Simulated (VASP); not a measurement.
CsGa (NaTl type):

```
Cs Ga
1.0
     0.00000    4.03417    4.03417
     4.03417    0.00000    4.03417
     4.03417    4.03417    0.00000
Cs Ga
2 2
Direct
  0.12500 0.12500 0.12500
  0.87500 0.87500 0.87500
  0.37500 0.37500 0.37500
  0.62500 0.62500 0.62500
```

Base run:

```yaml
Program: VASP 6.6.1
Functional: revPBE
Potentials_or_basis: VASP PAW PBE potentials, release 64 (Cs_sv, Ga_d)
Cutoff: 520 eV
k_mesh: 6 × 6 × 6
Occupations: fermi-dirac, width 0.05 eV
Spin: no spin polarisation
```

Its results: band gap on the k mesh zero (bands 22 and 23 overlap by 0.14 eV); pressure 3.2 GPa.

**Question.** The run is repeated on the same cell with these changes: functional from revPBE to PBEsol; dispersion from none to D3(BJ). What comes out?

**Answer.** Band gap on the k mesh zero (bands 22 and 23 overlap by 0.16 eV); pressure -1.2 GPa.

Several settings changed at once.

Caveats: the PAW data sets were made with another functional, which shifts forces and pressure a little; spin-orbit coupling is left out, which moves the levels of the heavy elements; the cell stands under pressure (at least some runs); three body term missing (at least some runs).
